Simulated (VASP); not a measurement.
# Ag in VASP: single point with PBE+D3(BJ)

Aim: the single point of Ag with PBE+D3(BJ).

Program: VASP 6.6.1. These are calculated values, not measurements. Logs are shortened: lines on timing, memory, paths and dates and some standing lists are left out, and cuts for length are marked.

## (1) The cell of the first run

The cell holds a slab with vacuum, 12 atoms: a = 5.761 Å, b = 5.761 Å, c = 24.516 Å, α = 90.00°, β = 90.00°, γ = 120.00°.

## (2) Single point, PBE+D3(BJ)

The input, INCAR:

```
SYSTEM = Ag
  PREC = Accurate
  ENCUT = 400
  EDIFF = 1E-6
  ISMEAR = 0
  SIGMA = 0.1
  LREAL = .False.
  LASPH = .True.
  NELM = 120
  ALGO = Normal
  ISIF = 2
  LWAVE = .False.
  LCHARG = .False.
  LDIPOL = .True.
  IDIPOL = 3
  DIPOL = 0.5 0.5 0.423
  GGA = PE
  IVDW = 12
  NBANDS = 78
  GGA_COMPAT = .False.
  NELMDL = -8
```

The input, KPOINTS:

```
Automatic mesh
0
Gamma
  4 4 1
  0 0 0
```

The input, POSCAR:

```
Ag
1.0
    5.7606628201      0.0000000000      0.0000000000
   -2.8803314101      4.9888803449      0.0000000000
    0.0000000000      0.0000000000     24.5164614965
Ag
12
Direct
    0.3333333333      0.1666666667      0.3263113644
    0.3333333333      0.6666666667      0.3263113644
    0.8333333333      0.1666666667      0.3263113644
    0.8333333333      0.6666666667      0.3263113644
    0.6666577742      0.3334467343      0.4226847108
    0.6666292856      0.8333621582      0.4228096044
    0.1667604080      0.3334634374      0.4227405970
    0.1666844583      0.8334345856      0.4226633992
    0.0001343867      0.5003070840      0.5187513716
    0.0001742073      0.0002415697      0.5192188808
    0.4999625960      0.4999598320      0.5193260240
    0.4998305102      0.0002493009      0.5189177767
```

Potentials or basis: VASP PAW PBE potentials, release 64 (Ag).

Command:

```bash
> cat potpaw_PBE.64/Ag/POTCAR > POTCAR
> mpirun -np 1 vasp_std > vasp.out
```

OUTCAR:

```text
SYSTEM = Ag
   PREC = Accurate
   ENCUT = 400
   EDIFF = 1E-6
   ISMEAR = 0
   LREAL = .False.
   LASPH = .True.
   NELM = 120
   ISIF = 2
   GGA = PE
   IVDW = 12
   NELMDL = -8
 IVDW          = 12

 ion  position               nearest neighbor table
   1  0.333  0.167  0.326-   3 2.88   3 2.88   4 2.88   4 2.88   2 2.88   2 2.88   8 2.89   5 2.89
                             7 2.89
   2  0.333  0.667  0.326-   4 2.88   4 2.88   3 2.88   3 2.88   1 2.88   1 2.88   8 2.89   7 2.89
                             6 2.89
   3  0.833  0.167  0.326-   1 2.88   1 2.88   2 2.88   2 2.88   4 2.88   4 2.88   5 2.89   7 2.89
                             6 2.89
   4  0.833  0.667  0.326-   2 2.88   2 2.88   1 2.88   1 2.88   3 2.88   3 2.88   8 2.89   5 2.89
                             6 2.89
   5  0.667  0.333  0.423-   7 2.88   6 2.88   8 2.88   8 2.88   6 2.88   7 2.88   9 2.88  12 2.89
                             4 2.89   1 2.89   3 2.89  11 2.89
   6  0.667  0.833  0.423-   7 2.88   5 2.88   8 2.88   8 2.88   5 2.88   7 2.88  12 2.88  10 2.89
                             2 2.89   3 2.89   4 2.89  11 2.89
   7  0.167  0.333  0.423-   6 2.88   5 2.88   8 2.88   8 2.88   5 2.88   6 2.88   9 2.88   2 2.89
                             1 2.89   3 2.89  10 2.89  11 2.89
   8  0.167  0.833  0.423-   6 2.88   7 2.88   5 2.88   5 2.88   7 2.88   6 2.88   9 2.88  12 2.89
                             1 2.89   4 2.89   2 2.89  10 2.89
   9  0.000  0.500  0.519-  12 2.88  10 2.88  11 2.88  11 2.88  10 2.88  12 2.88   7 2.88   8 2.88
                             5 2.88
  10  0.000  0.000  0.519-  12 2.88  11 2.88   9 2.88   9 2.88  11 2.88  12 2.88   6 2.89   7 2.89
                             8 2.89
  11  0.500  0.500  0.519-  12 2.88  10 2.88   9 2.88   9 2.88  10 2.88  12 2.88   6 2.89   7 2.89
                             5 2.89
  12  0.500  0.000  0.519-  11 2.88  10 2.88   9 2.88   9 2.88  10 2.88  11 2.88   6 2.88   5 2.89
                             8 2.89

  LATTYP: Found a hexagonal cell.
 ALAT       =     5.7606628201
 C/A-ratio  =     4.2558403889

  Lattice vectors:

 A1 = (   5.7606628201,   0.0000000000,   0.0000000000)
 A2 = (  -2.8803314101,   4.9888803449,   0.0000000000)
 A3 = (   0.0000000000,   0.0000000000,  24.5164614965)

Analysis of symmetry for initial positions (statically):
=====================================================================
 Subroutine PRICEL returns:
 Original cell was already a primitive cell.

 Routine SETGRP: Setting up the symmetry group for a
 hexagonal supercell.

 Subroutine GETGRP returns: Found  1 space group operations
[... 143 lines left out ...]
  volume/ion in A,a.u.               =      58.72       396.23
  Fermi-wavevector in a.u.,A,eV,Ry     =   0.936746  1.770193 11.939010  0.877492
  Thomas-Fermi vector in A             =   2.063786
   LORBIT       =      0    0 simple, 1 ext, 2 COOP (PROOUT), +10 PAW based schemes
   GGA     = PE    functional components
   LHFCALC =     F    Hartree Fock is set to
   AEXX    =    0.0000 exact exchange contribution
   IVDW    =    12    specifies the selected vdW correction
   LEPSILON=     F    determine dielectric tensor
   LRPA    =     F    only Hartree local field effects (RPA)
 non-spin polarized calculation
 Gauss-broadening in eV      SIGMA  =   0.10
  energy-cutoff  :      400.00
  volume of cell :      704.58
 maximum number of plane-waves:     12823
 NGX is ok and might be reduce to    40
   NGX = 19   NGY = 19   NGZ = 79

 dipolmoment           0.000000      0.000000      0.000151 electrons x Angstroem

 number of electron     132.0000032 magnetization

 dipolmoment           0.000000      0.000000     -0.000131 electrons x Angstroem

 Free energy of the ion-electron system (eV)
  ---------------------------------------------------
  ext. energy  EPLUGINS =         0.00000000
  ---------------------------------------------------
  free energy    TOTEN  =       -29.67952648 eV

  energy without entropy =      -29.61133909  energy(sigma->0) =      -29.64543279

 E-fermi :  -0.7606     XC(G=0):  -4.2445

 val. band max:       -0.8034656862   @ k =   0.2500   0.2500   0.0000
 cond. band min:      -0.7489709327   @ k =  -0.2500   0.2500   0.0000
 fundamental gap:      0.0544947535
 Fermi energy:        -0.7606062271

 k-point     1 :       0.0000    0.0000    0.0000
  band No.  band energies     occupation
      1      -7.9145      2.00000
      2      -6.9477      2.00000
      3      -6.9459      2.00000
      4      -6.9450      2.00000
      5      -6.9433      2.00000
      6      -6.8107      2.00000
[... 799 lines left out ...]
     77       4.3481      0.00000
     78       4.8766      0.00000

------------------------ aborting loop because EDIFF is reached ----------------------------------------

 vacuum level on the upper side and lower side of the slab       (xc-potential included)        -0.153        -0.152

 Edisp (eV)   -4.87604

 E8    (eV) :    -2.2288

  FORCE on cell =-STRESS in cart. coord.  units (eV):
  Direction    XX          YY          ZZ          XY          YZ          ZX
  --------------------------------------------------------------------------------------
  -------------------------------------------------------------------------------------
  Total      -3.16764    -3.16416    -0.45479     0.00067    -0.00463     0.00176
  in kB      -7.20300    -7.19509    -1.03417     0.00153    -0.01053     0.00401
  external pressure =       -5.14 kB  Pullay stress =        0.00 kB

 VOLUME and BASIS-vectors are now :
 -----------------------------------------------------------------------------
  energy-cutoff  :      400.00
  volume of cell :      704.58
      direct lattice vectors                 reciprocal lattice vectors
     5.760662820  0.000000000  0.000000000     0.173591135  0.100222889  0.000000000
    -2.880331410  4.988880345  0.000000000     0.000000000  0.200445778  0.000000000
     0.000000000  0.000000000 24.516461496     0.000000000  0.000000000  0.040788921

 POSITION                                       TOTAL-FORCE (eV/Angst)
 -----------------------------------------------------------------------------------
      1.44017      0.83148      8.00000        -0.001385      0.001392     -0.006932
     -0.00000      3.32592      8.00000         0.002745      0.000057     -0.003789
      4.32050      0.83148      8.00000         0.001276     -0.001985     -0.002260
      2.88033      3.32592      8.00000        -0.003029      0.001585     -0.004893
      2.87995      1.66353     10.36273        -0.004935      0.001106     -0.006031
      1.43987      4.15754     10.36580         0.005155     -0.001022     -0.006371
      0.00017      1.66361     10.36410         0.004807     -0.004870     -0.005164
     -1.44035      4.15791     10.36221        -0.005047      0.004785     -0.007207
     -1.44028      2.49597     12.71795        -0.001486     -0.003908      0.031294
      0.00031      0.00121     12.72941        -0.007393     -0.002732     -0.001201
      1.44007      2.49424     12.73204        -0.000132      0.007656     -0.007790
      2.87864      0.00124     12.72203         0.009424     -0.002065      0.020345
 -----------------------------------------------------------------------------------
    total drift:                                0.000053     -0.000125      0.004450

  FREE ENERGIE OF THE ION-ELECTRON SYSTEM (eV)
  ---------------------------------------------------
  free  energy   TOTEN  =       -34.5555695769 eV

  energy  without entropy=      -34.4873821882  energy(sigma->0) =      -34.52147588

 vacuum level on the upper side and lower side of the slab         3.649         3.649
```

stdout:

```text
POSCAR found type information on POSCAR Ag
 POSCAR found :  1 types and      12 ions
 scaLAPACK will be used
 LDA part: xc-table for (Slater+PW92), standard interpolation
 POSCAR, INCAR and KPOINTS ok, starting setup
 FFT: planning ... GRIDC
 FFT: planning ... GRID_SOFT
 FFT: planning ... GRID
 WAVECAR not read
 entering main loop
```

Run time: 21 min. Hardware: 1 thread of Oxide Virtual Turin-like, shared host; peak memory 0.65 GiB.

Results:

- Free energy: -34.5556 eV
- Largest force: 0.032 eV/Å
- Band gap on the k mesh: zero (bands 66 and 67 overlap by 0.43 eV)
- Dispersion energy per atom: -0.406 eV

Forces in eV/Å, atoms in the order of the input:
```
Ag  -0.001  0.001 -0.007
Ag   0.003  0.000 -0.004
Ag   0.001 -0.002 -0.002
Ag  -0.003  0.002 -0.005
Ag  -0.005  0.001 -0.006
Ag   0.005 -0.001 -0.006
Ag   0.005 -0.005 -0.005
Ag  -0.005  0.005 -0.007
Ag  -0.001 -0.004  0.031
Ag  -0.007 -0.003 -0.001
Ag   0.000  0.008 -0.008
Ag   0.009 -0.002  0.020
```

Levels at points of the mesh, in eV from the Fermi level:
| k point | band 63 | band 64 | band 65 | band 66 | band 67 | band 68 | band 69 | band 70 |
| --- | --- | --- | --- | --- | --- | --- | --- | --- |
| (0.00, 0.00, 0.00) | -1.36 | 0.38 | 0.38 | 0.38 | 0.39 | 1.34 | 1.34 | 1.34 |
| (0.50, 0.00, 0.00) | -2.30 | -2.30 | -0.09 | -0.09 | 0.30 | 0.30 | 1.23 | 1.23 |
| (0.00, 0.50, 0.00) | -2.30 | -2.30 | -0.09 | -0.09 | 0.30 | 0.30 | 1.23 | 1.23 |
| (0.50, 0.50, 0.00) | -2.31 | -2.30 | -0.09 | -0.09 | 0.30 | 0.30 | 1.23 | 1.23 |

The gap in the log of VASP goes by the Fermi energy; the results here count the filled bands.